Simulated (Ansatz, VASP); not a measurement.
## One calculation of WCl2F4, two programs

Contents of INCAR:

```
SYSTEM = WCl2F4
PREC = Accurate ; ENCUT = 520
EDIFF = 1E-6 ; ISMEAR = 0
SIGMA = 0.1 ; LREAL = .False.
LASPH = .True. ; NELM = 80
ALGO = Normal ; ISIF = 2
LWAVE = .False. ; LCHARG = .True.
GGA = PE ; LELF = .True.
LVHAR = .True. ; NBANDS = 69
```

The input KPOINTS:

```
regular mesh
0
Gamma
  2 2 2
  0 0 0
```

POSCAR

```
WCl2F4
1.0
    7.0827287238      0.0000000000      0.0000000000
    0.0000000000      7.0827287238      0.0000000000
    0.0000000000      0.0000000000      8.2591731497
W Cl F
2 4 8
Direct
    0.5000000000      0.5000000000      0.5000000000
    0.0000000000      0.0000000000      0.0000000000
    0.2714923431      0.7285076569      0.5000000000
    0.7285076569      0.2714923431      0.5000000000
    0.2285076569      0.2285076569      0.0000000000
    0.7714923431      0.7714923431      0.0000000000
    0.5000000000      0.5000000000      0.7254486380
    0.5000000000      0.5000000000      0.2745513620
    0.6859277810      0.6859277810      0.5000000000
    0.3140722190      0.3140722190      0.5000000000
    0.0000000000      0.0000000000      0.7745513620
    0.0000000000      0.0000000000      0.2254486380
    0.1859277810      0.8140722190      0.0000000000
    0.8140722190      0.1859277810      0.0000000000
```

Input for Ansatz:

```yaml
crystal:
  lattice:
    - [7.0827287238, 0.0, 0.0]
    - [0.0, 7.0827287238, 0.0]
    - [0.0, 0.0, 8.2591731497]
  atoms:
    - { symbol: W, position: [0.5, 0.5, 0.5] }
    - { symbol: W, position: [0.0, 0.0, 0.0] }
    - { symbol: Cl, position: [0.2714923431, 0.7285076569, 0.5] }
    - { symbol: Cl, position: [0.7285076569, 0.2714923431, 0.5] }
    - { symbol: Cl, position: [0.2285076569, 0.2285076569, 0.0] }
    - { symbol: Cl, position: [0.7714923431, 0.7714923431, 0.0] }
    - { symbol: F, position: [0.5, 0.5, 0.725448638] }
    - { symbol: F, position: [0.5, 0.5, 0.274551362] }
    - { symbol: F, position: [0.685927781, 0.685927781, 0.5] }
    - { symbol: F, position: [0.314072219, 0.314072219, 0.5] }
    - { symbol: F, position: [0.0, 0.0, 0.774551362] }
    - { symbol: F, position: [0.0, 0.0, 0.225448638] }
    - { symbol: F, position: [0.185927781, 0.814072219, 0.0] }
    - { symbol: F, position: [0.814072219, 0.185927781, 0.0] }
basis:
  ecutwfc: 420
kpoints:
  mp_grid: { grid: [2, 2, 2] }
hamiltonian:
  xc: pbe
scf:
  occupations: { method: gaussian, width: 0.1 }
  lower_state_search: "off"
output:
  forces: true
  stress: true
  eigenvalues: true
```

Alike in both runs: task single point; functional PBE; k mesh 2 × 2 × 2; occupations gaussian, width 0.1 eV; no spin polarisation.

|  | VASP | Ansatz |
| --- | --- | --- |
| version | VASP 6.6.1 | Ansatz 0.2.0 |
| potentials or method | VASP PAW PBE potentials, release 64 (W_sv, Cl, F), cutoff 520 eV | scalar-relativistic, plane waves, PAW |
| valence electrons in the cell | 112 | 112 |

|  | VASP | Ansatz | Ansatz less VASP |
| --- | --- | --- | --- |
| gap on the k mesh at the Fermi level (eV) | 3.12 | 3.12 | +0.006 |
| least direct gap on the mesh (eV) | 3.12 | 3.12 | +0.006 |
| pressure (GPa) | 0.6 | 0.0 | -0.58 |
| traceless stress, the component that is largest in VASP (GPa) | 0.41 | 0.03 | -0.385 |
| rms of the force components (eV/Å) | 0.171 | 0.000 | -0.1709 |

Atom by atom the forces differ by 0.171 eV/Å (rms over components). One of these differences is far larger than is usual between the two programs; its cause wasn't traced. The functional is the same, so the differences come from potentials, cutoffs and numerics.

The k mesh is coarse, so the values compare programs but aren't converged. Spin-orbit coupling is off throughout.
